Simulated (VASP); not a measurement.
A run of VASP 6.6.1 is set up as follows.

INCAR

```
SYSTEM = Pt
PREC = Accurate
ENCUT = 520
EDIFF = 1E-6
ISMEAR = 0
SIGMA = 0.15
LREAL = .False.
LASPH = .True.
NELM = 80
ALGO = Normal
ISIF = 2
LWAVE = .False.
LCHARG = .True.
GGA = PS
LELF = .True.
LVHAR = .True.
NBANDS = 11
```

KPOINTS

```
regular mesh
0
Gamma
  20 20 20
  0 0 0
```

Contents of POSCAR:

```
Pt
1.0
    0.0000000000      1.9872685000      1.9579000000
    1.9872685000      0.0000000000      1.9579000000
    1.9872685000      1.9872685000      0.0000000000
Pt
1
Direct
    0.0000000000      0.0000000000      0.0000000000
```

Potentials or basis: VASP PAW PBE potentials, release 64 (Pt).

Run with:

```sh
$ cat potpaw_PBE.64/Pt/POTCAR > POTCAR
$ mpirun -np 1 vasp_std > vasp.out
```

What does it give for the band gap on the k mesh?

Zero (band 5 reaches 11.15 eV, above the bottom of band 6 at 9.02 eV).

What does it give for the pressure?

-7.8 GPa.

Stress tensor (GPa, compression positive):
```
-8.19  0.00  0.00
 0.00 -8.19  0.00
 0.00  0.00 -6.91
```

Caveat: the cell differs from its parent crystal (strain +0.015 along x and y, +0.000 along z); the PAW data sets were made with another functional, which shifts forces and pressure a little; spin-orbit coupling is left out, which moves the levels of the heavy elements.
